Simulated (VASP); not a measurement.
# Al2O3 (P-3m1) in VASP: notebook

Al2O3 is run at these levels: PBEsol; tasks: single point, relaxation of volume and atoms at fixed shape.

All numbers are computed with VASP 6.6.1; they aren't measurements. Logs are shortened: lines on timing, memory, paths and dates and some standing lists are left out, and cuts for length are marked.

## 1. The cell of the first run

The structure is trigonal, space group P-3m1 (No. 164). The conventional cell has a = 2.993 Å, b = 2.993 Å, c = 7.513 Å, α = 90.00°, β = 90.00°, γ = 120.00°. Within 2.2 Å of Al (site symmetry 3m) lie 4 O at 1.67 to 1.83 Å. O (site symmetry 3m) has 3 Al at 1.83 Å within 2.4 Å. Within 2.2 Å of O (site symmetry -3m) lie 2 Al at 1.67 Å.

## 2. Single point, PBEsol

File INCAR:

```
PREC = Accurate ; ENCUT = 520
EDIFF = 1E-6 ; ISMEAR = 1
SIGMA = 0.05 ; LREAL = F
LASPH = T ; NELM = 80
ALGO = Normal ; ISIF = 2
LWAVE = F ; LCHARG = F
GGA = PS ; NBANDS = 20
```

File KPOINTS:

```
regular mesh
0
Gamma
  9 9 3
```

File POSCAR:

```
Al2O3
1.0
    2.9930290368      0.0000000000      0.0000000000
   -1.4965145184      2.5920391801      0.0000000000
    0.0000000000      0.0000000000      7.5132504445
Al O
2 3
Direct
    0.0000000000      0.0000000000      0.2776936436
    0.0000000000      0.0000000000      0.7223063564
    0.3333333333      0.6666666667      0.1990649443
    0.6666666667      0.3333333333      0.8009350557
    0.0000000000      0.0000000000      0.5000000000
```

Potentials or basis: VASP PAW PBE potentials, release 64 (Al, O).

Started as:

```console
> cat potpaw_PBE.64/Al/POTCAR potpaw_PBE.64/O/POTCAR > POTCAR
> mpirun -np 1 vasp_std > vasp.out
```

OUTCAR:

```text
PREC = Accurate
   ENCUT = 520
   EDIFF = 1E-6
   ISMEAR = 1
   LREAL = F
   LASPH = T
   NELM = 80
   ISIF = 2
   GGA = PS

 ion  position               nearest neighbor table
   1  0.000  0.000  0.278-   5 1.67   3 1.83   3 1.83   3 1.83   2 3.34
   2  0.000  0.000  0.722-   5 1.67   4 1.83   4 1.83   4 1.83   1 3.34
   3  0.333  0.667  0.199-   1 1.83   1 1.83   1 1.83
   4  0.667  0.333  0.801-   2 1.83   2 1.83   2 1.83
   5  0.000  0.000  0.500-   1 1.67   2 1.67

  LATTYP: Found a hexagonal cell.
 ALAT       =     2.9930290368
 C/A-ratio  =     2.5102497678

  Lattice vectors:

 A1 = (   2.9930290368,   0.0000000000,   0.0000000000)
 A2 = (  -1.4965145184,   2.5920391801,   0.0000000000)
 A3 = (   0.0000000000,   0.0000000000,   7.5132504445)

Analysis of symmetry for initial positions (statically):
=====================================================================
 Subroutine PRICEL returns:
 Original cell was already a primitive cell.

 Routine SETGRP: Setting up the symmetry group for a
 hexagonal supercell.

 Subroutine GETGRP returns: Found 12 space group operations
 (whereof 12 operations were pure point group operations)
 out of a pool of 24 trial point group operations.

The static configuration has the point symmetry D_3d.

Analysis of symmetry for dynamics (positions and initial velocities):
=====================================================================
 Subroutine PRICEL returns:
 Original cell was already a primitive cell.

 Routine SETGRP: Setting up the symmetry group for a
 hexagonal supercell.

 Subroutine GETGRP returns: Found 12 space group operations
 (whereof 12 operations were pure point group operations)
 out of a pool of 24 trial point group operations.

The dynamic configuration has the point symmetry D_3d.

 Subroutine INISYM returns: Found 12 space group operations
 (whereof 12 operations are pure point group operations),
 and found     1 'primitive' translations

----------------------------------------------------------------------------------------

                                     Primitive cell

  volume of cell :      58.2882

  direct lattice vectors                    reciprocal lattice vectors
     2.993029037  0.000000000  0.000000000     0.334109689  0.192898319  0.000000000
    -1.496514518  2.592039180  0.000000000     0.000000000  0.385796638  0.000000000
     0.000000000  0.000000000  7.513250444     0.000000000  0.000000000  0.133098185

  length of vectors
     2.993029037  2.993029037  7.513250444     0.385796638  0.385796638  0.133098185

  position of ions in fractional coordinates (direct lattice)
     0.000000000  0.000000000  0.277693644
     0.000000000  0.000000000  0.722306356
     0.333333333  0.666666667  0.199064944
     0.666666667  0.333333333  0.800935056
     0.000000000  0.000000000  0.500000000

  ion indices of the primitive-cell ions
   primitive index   ion index
                 1           1
                 2           2
                 3           3
                 4           4
                 5           5

----------------------------------------------------------------------------------------

 KPOINTS: regular mesh

Automatic generation of k-mesh.
 Grid dimensions read from file:
 generate k-points for:    9    9    3

 Generating k-lattice:

  Cartesian coordinates                     Fractional coordinates (reciprocal lattice)
     0.037123299  0.021433147  0.000000000     0.111111111  0.000000000  0.000000000
     0.000000000  0.042866293  0.000000000     0.000000000  0.111111111  0.000000000
     0.000000000  0.000000000  0.044366062     0.000000000  0.000000000  0.333333333

  Length of vectors
     0.042866293  0.042866293  0.044366062

  Shift w.r.t. Gamma in fractional coordinates (k-lattice)
     0.000000000  0.000000000  0.000000000

 Subroutine IBZKPT returns following result:
 ===========================================

 Found     31 irreducible k-points:

 Following reciprocal coordinates:
            Coordinates               Weight
  0.000000  0.000000  0.000000      1.000000
  0.111111 -0.000000  0.000000      6.000000
  0.222222  0.000000  0.000000      6.000000
  0.333333 -0.000000  0.000000      6.000000
  0.444444  0.000000  0.000000      6.000000
  0.111111  0.111111  0.000000      6.000000
[... 16 lines left out ...]
  0.222222  0.111111  0.333333     12.000000
 -0.111111  0.333333  0.333333     12.000000
 [... further k-points ...]
   k-points           NKPTS =     31   k-points in BZ     NKDIM =     31   number of bands    NBANDS=     20
   number of dos      NEDOS =    301   number of ions     NIONS =      5
   total plane-waves  NPLWV =  32256
   dimension x,y,z NGX =    24 NGY =   24 NGZ =   56
   dimension x,y,z NGXF=    48 NGYF=   48 NGZF=  112
   ions per type =               2   3
   NGX,Y,Z   is equivalent  to a cutoff of  13.33, 13.33, 12.39 a.u.
   NGXF,Y,Z  is equivalent  to a cutoff of  26.66, 26.66, 24.78 a.u.
 SYSTEM =  unknown system
   PREC   = accura    normal or accurate (medium, high low for compatibility)
   ISTART =      0    job   : 0-new  1-cont  2-samecut
   ICHARG =      2    charge: 1-file 2-atom 10-const
   ISPIN  =      1    spin polarized calculation?
   LNONCOLLINEAR =      F non collinear calculations
   LSORBIT =      F    spin-orbit coupling
   LASPH  =      T    aspherical Exc in radial PAW
   ENCUT  =  520.0 eV  38.22 Ry    6.18 a.u.   5.57  5.57 13.97*2*pi/ulx,y,z
   NELM   =     80;   NELMIN=  2; NELMDL= -5     # of ELM steps
   EDIFF  = 0.1E-05   stopping-criterion for ELM
   LREAL  =      F    real-space projection
   EDIFFG = 0.1E-04   stopping-criterion for IOM
   NSW    =      0    number of steps for IOM
   IBRION =     -1    ionic relax: 0-MD 1-quasi-New 2-CG
   NFREE  =      0    steps in history (QN), initial steepest desc. (CG)
   ISIF   =      2    stress and relaxation
   ISYM   =      2    0-nonsym 1-usesym 2-fastsym
   POTIM  = 0.5000    time-step for ionic-motion
   TEBEG  =    0.0;   TEEND  =   0.0 temperature during run
   PSTRESS=    0.0 pullay stress
   NELECT =      24.0000    total number of electrons
   NUPDOWN=      -1.0000    fix difference up-down
   EMIN   =  10.00;   EMAX   =-10.00  energy-range for DOS
   EFERMI =   0.00;   METHOD = LEGACY
   ISMEAR =     1;   SIGMA  =   0.05  broadening in eV -4-tet -1-fermi 0-gaus
   EFERMI_NEDOS =   21; number of points for ismear=-14 and -15
   IALGO  =     38    algorithm
   IMIX   =      4    mixing-type and parameters
     AMIX     =   0.40;   BMIX     =  1.00
     AMIX_MAG =   1.60;   BMIX_MAG =  1.00
  volume/ion in A,a.u.               =      11.66        78.67
  Fermi-wavevector in a.u.,A,eV,Ry     =   1.217919  2.301533 20.181890  1.483327
  Thomas-Fermi vector in A             =   2.353223
   LORBIT       =      0    0 simple, 1 ext, 2 COOP (PROOUT), +10 PAW based schemes
   GGA     = PS    functional components
   LHFCALC =     F    Hartree Fock is set to
   AEXX    =    0.0000 exact exchange contribution
   IVDW    =     0    specifies the selected vdW correction
   LEPSILON=     F    determine dielectric tensor
   LRPA    =     F    only Hartree local field effects (RPA)
 non-spin polarized calculation
 Methfessel and Paxton  Order N= 1 SIGMA  =   0.05
  energy-cutoff  :      520.00
  volume of cell :       58.29
 maximum number of plane-waves:      1594
 NGX is ok and might be reduce to    24
   NGX = 11   NGY = 11   NGZ = 27

 number of electron      24.0000008 magnetization

 Free energy of the ion-electron system (eV)
  ---------------------------------------------------
  ext. energy  EPLUGINS =         0.00000000
  ---------------------------------------------------
  free energy    TOTEN  =       -37.74054895 eV

  energy without entropy =      -37.74071475  energy(sigma->0) =      -37.74060422

 E-fermi :   3.9887     XC(G=0): -10.0533

 val. band max:        3.9518320014   @ k =   0.0000   0.0000   0.0000
 cond. band min:       6.2984654510   @ k =   0.0000   0.0000   0.0000
 fundamental gap:      2.3466334496
 Fermi energy:         3.9887438333

 k-point     1 :       0.0000    0.0000    0.0000
  band No.  band energies     occupation
      1     -15.7255      2.00000
      2     -15.5158      2.00000
      3     -12.9081      2.00000
      4      -1.9980      2.00000
      5      -0.6711      2.00000
      6       0.1765      2.00000
[... 12 lines left out ...]
     19      16.1205      0.00000
     20      16.4728      0.00000

 k-point     2 :       0.1111   -0.0000    0.0000
  band No.  band energies     occupation
      1     -15.6252      2.00000
      2     -15.4273      2.00000
      3     -12.8545      2.00000
      4      -1.9584      2.00000
      5      -0.6373      2.00000
      6      -0.2886      2.00000
[... 12 lines left out ...]
     19      16.1365      0.00000
     20      16.4072      0.00000

 k-point     3 :       0.2222    0.0000    0.0000
  band No.  band energies     occupation
      1     -15.3560      2.00000
      2     -15.1938      2.00000
      3     -12.7175      2.00000
      4      -2.1393      2.00000
      5      -1.4593      2.00000
      6      -0.7549      2.00000
[... 12 lines left out ...]
     19      16.0245      0.00000
     20      16.9834      0.00000

 k-point     4 :       0.3333   -0.0000    0.0000
  band No.  band energies     occupation
      1     -15.0169      2.00000
      2     -14.9113      2.00000
      3     -12.5614      2.00000
      4      -2.8468      2.00000
      5      -2.4965      2.00000
      6      -0.6366      2.00000
[... 12 lines left out ...]
     19      15.6316      0.00000
     20      17.2724      0.00000

 k-point     5 :       0.4444    0.0000    0.0000
  band No.  band energies     occupation
      1     -14.7628      2.00000
      2     -14.7234      2.00000
      3     -12.4613      2.00000
      4      -3.3826      2.00000
      5      -3.1179      2.00000
      6      -0.5245      2.00000
[... 12 lines left out ...]
     19      15.0125      0.00000
     20      17.1674      0.00000

 k-point     6 :       0.1111    0.1111    0.0000
  band No.  band energies     occupation
      1     -15.4401      2.00000
      2     -15.2660      2.00000
      3     -12.7591      2.00000
      4      -2.0141      2.00000
      5      -1.1137      2.00000
      6      -0.6448      2.00000
[... 12 lines left out ...]
     19      15.9595      0.00000
     20      16.8958      0.00000

 k-point     7 :       0.2222    0.1111    0.0000
  band No.  band energies     occupation
      1     -15.1339      2.00000
      2     -15.0060      2.00000
      3     -12.6118      2.00000
      4      -2.4921      2.00000
      5      -2.0488      2.00000
      6      -0.7221      2.00000
[... 12 lines left out ...]
     19      16.1243      0.00000
     20      17.0416      0.00000
[... 277 lines left out ...]
 k-point    20 :       0.4444    0.0000    0.3333
  band No.  band energies     occupation
      1     -14.7657      2.00000
      2     -14.7203      2.00000
      3     -12.4621      2.00000
      4      -3.4475      2.00000
      5      -3.0284      2.00000
      6      -0.4905      2.00000
[... 12 lines left out ...]
     19      15.3089      0.00000
     20      17.1765      0.00000

 k-point    21 :       0.0000    0.4444    0.3333
  band No.  band energies     occupation
      1     -14.7513      2.00000
      2     -14.7351      2.00000
      3     -12.4613      2.00000
      4      -3.4638      2.00000
      5      -3.0160      2.00000
      6      -0.5612      2.00000
[... 12 lines left out ...]
     19      15.2411      0.00000
     20      17.1947      0.00000

 k-point    22 :       0.1111    0.1111    0.3333
  band No.  band energies     occupation
      1     -15.3990      2.00000
      2     -15.3115      2.00000
      3     -12.7532      2.00000
      4      -2.0389      2.00000
      5      -1.0866      2.00000
      6      -0.9496      2.00000
[... 12 lines left out ...]
     19      16.7315      0.00000
     20      16.8658      0.00000

 k-point    23 :       0.2222    0.1111    0.3333
  band No.  band energies     occupation
      1     -15.1054      2.00000
      2     -15.0365      2.00000
      3     -12.6093      2.00000
      4      -2.4766      2.00000
      5      -2.0076      2.00000
      6      -0.9667      2.00000
[... 12 lines left out ...]
     19      16.2783      0.00000
     20      17.0262      0.00000

 k-point    24 :      -0.1111    0.3333    0.3333
  band No.  band energies     occupation
      1     -15.1006      2.00000
      2     -15.0417      2.00000
      3     -12.6087      2.00000
      4      -2.5061      2.00000
      5      -1.9806      2.00000
      6      -1.0031      2.00000
[... 12 lines left out ...]
     19      16.5884      0.00000
     20      16.8243      0.00000

 [... further k-points ...]

------------------------ aborting loop because EDIFF is reached ----------------------------------------

  FORCE on cell =-STRESS in cart. coord.  units (eV):
  Direction    XX          YY          ZZ          XY          YZ          ZX
  --------------------------------------------------------------------------------------
  -------------------------------------------------------------------------------------
  Total       -0.1188044     -0.1188044      0.5332333      0.0000000      0.0000000      0.0000000
  in kB       -3.2655970     -3.2655970     14.6570797      0.0000000      0.0000000      0.0000000
  external PRESSURE =       2.7086285 kB  Pullay stress =       0.0000000 kB

 VOLUME and BASIS-vectors are now :
 -----------------------------------------------------------------------------
  energy-cutoff  :      520.00
  volume of cell :       58.29
      direct lattice vectors                 reciprocal lattice vectors
     2.993029037  0.000000000  0.000000000     0.334109689  0.192898319  0.000000000
    -1.496514518  2.592039180  0.000000000     0.000000000  0.385796638  0.000000000
     0.000000000  0.000000000  7.513250444     0.000000000  0.000000000  0.133098185

 POSITION                                       TOTAL-FORCE (eV/Angst)
 -----------------------------------------------------------------------------------
      0.00000      0.00000      2.08638         0.000000     -0.000000     -0.093072
      0.00000      0.00000      5.42687         0.000000      0.000000      0.093072
     -0.00000      1.72803      1.49562        -0.000000      0.000000      0.004167
      1.49651      0.86401      6.01763        -0.000000      0.000000     -0.004167
      0.00000      0.00000      3.75663         0.000000      0.000000      0.000000
 -----------------------------------------------------------------------------------
    total drift:                                0.000000      0.000000     -0.000000

  FREE ENERGIE OF THE ION-ELECTRON SYSTEM (eV)
  ---------------------------------------------------
  free  energy   TOTEN  =       -37.7405489519 eV

  energy  without entropy=      -37.7407147468  energy(sigma->0) =      -37.74060422
```

Wall time 32 s (1 thread of AMD EPYC 7R43 (Zen 3), shared host); peak memory 0.15 GiB.

Results:

| Quantity | Value |
| --- | --- |
| Free energy | -37.7405 eV |
| Pressure | 0.3 GPa |
| Largest force | 0.093 eV/Å |
| Band gap on the k mesh | 2.35 eV, direct |

Forces on the atoms (eV/Å):
```
Al   0.000  0.000 -0.093
Al   0.000  0.000  0.093
O    0.000  0.000  0.004
O    0.000  0.000 -0.004
O    0.000  0.000  0.000
```

Caveat: the PAW data sets were made with another functional, which shifts forces and pressure a little.

[end of part 1 of 2]
